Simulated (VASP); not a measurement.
SrTe, 2 atoms in the cell. The structure is cubic, space group Fm-3m (No. 225). The conventional cell has a = 6.672 Å, b = 6.672 Å, c = 6.672 Å, α = 90.00°, β = 90.00°, γ = 90.00°. Sr (site symmetry m-3m) has 6 Te at 3.34 Å within 4.4 Å. Within 4.4 Å of Te (site symmetry m-3m) lie 6 Sr at 3.34 Å.  This cell differs from its parent crystal: strain -0.5%.

- Program: VASP 6.6.1
- Task: single point
- Functional: PBE
- Potentials or basis: VASP PAW PBE potentials, release 64 (Sr_sv, Te)
- Cutoff: 500 eV
- k mesh: 6 × 6 × 6
- Occupations: fermi-dirac, width 0.02 eV
- Spin: no spin polarisation
- Dipole correction: no
- Further INCAR settings: ALGO = Normal; EDIFF = 1e-06; NBANDS = 15

Potentials or basis: VASP PAW PBE potentials, release 64 (Sr_sv, Te).

Run with:

```console
$ cat potpaw_PBE.64/Sr_sv/POTCAR potpaw_PBE.64/Te/POTCAR > POTCAR
$ mpirun -np 1 vasp_std > vasp.out
```

Hardware: 1 thread of AMD EPYC 7R13, with other jobs on the host.

Problem. Estimate the wall time of this run.

Solution. Run time: 27 s on 1 thread of AMD EPYC 7R13, on a shared host, peak memory 0.18 GiB. Counts: scf iterations 13, k points 16.
